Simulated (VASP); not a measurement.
Write the native input for VASP 6.6.1 that does the following.

| Item | Value |
| --- | --- |
| Task | single point |
| Functional | PBEsol |
| Potentials or basis | VASP PAW PBE potentials, release 64 (Ti_sv, Al) |
| Cutoff | 520 eV |
| k mesh | 18 × 18 × 10 |
| Occupations | gaussian, width 0.15 eV |
| Spin | no spin polarisation |
| Dipole correction | no |
| Further INCAR settings | ALGO = Fast; EDIFF = 1e-07; NBANDS = 14 |

The structure of TiAl lies in POSCAR:

```
TiAl
1.0
    2.8672622327      0.0000000000      0.0000000000
   -1.4336311163      2.4831219328      0.0000000000
    0.0000000000      0.0000000000      4.6780830000
Ti Al
1 1
Direct
    0.0000000000      0.0000000000      0.0053440694
    0.3333333333      0.6666666667      0.5000000000
```

This cell differs from its parent crystal: all Ti atoms moved +0.025 Å, as atom 1 along Cartesian [0 0 1].

One way to write it, as run:

INCAR

```
SYSTEM = TiAl
PREC     = Accurate       ! precision mode
ENCUT    = 520            ! plane-wave cutoff, eV
EDIFF    = 1E-7           ! SCF threshold, eV
ISMEAR   = 0              ! smearing method
SIGMA    = 0.15           ! smearing width, eV
LREAL    = .FALSE.        ! projectors in reciprocal space
LASPH    = .TRUE.         ! aspherical terms in the spheres
NELM     = 100            ! most SCF steps
ALGO     = Fast           ! electronic algorithm
ISIF     = 2              ! what is computed and relaxed
LWAVE    = .FALSE.        ! write WAVECAR
LCHARG   = .FALSE.        ! write CHGCAR
GGA      = PS             ! functional
NBANDS   = 14             ! bands
```

KPOINTS

```
Automatic mesh
0
G
  18 18 10
  0 0 0
```

Potentials or basis: VASP PAW PBE potentials, release 64 (Ti_sv, Al).

Command:

```console
$ cat potpaw_PBE.64/Ti_sv/POTCAR potpaw_PBE.64/Al/POTCAR > POTCAR
$ mpirun -np 1 vasp_std > vasp.out
```

It gave:

- Pressure: -2.8 GPa
- Largest force: 0.167 eV/Å
- Band gap on the k mesh: zero (an odd number of electrons rules out a gap without spin polarisation)

Caveat: the cell differs from its parent crystal (all Ti atoms moved +0.025 Å, as atom 1 along Cartesian [0 0 1]); the PAW data sets were made with another functional, which shifts forces and pressure a little.

Wall time 4.4 min on 1 thread of AMD EPYC 9R45 96-Core Processor (Zen 5) (shared host), peak memory 0.25 GiB.
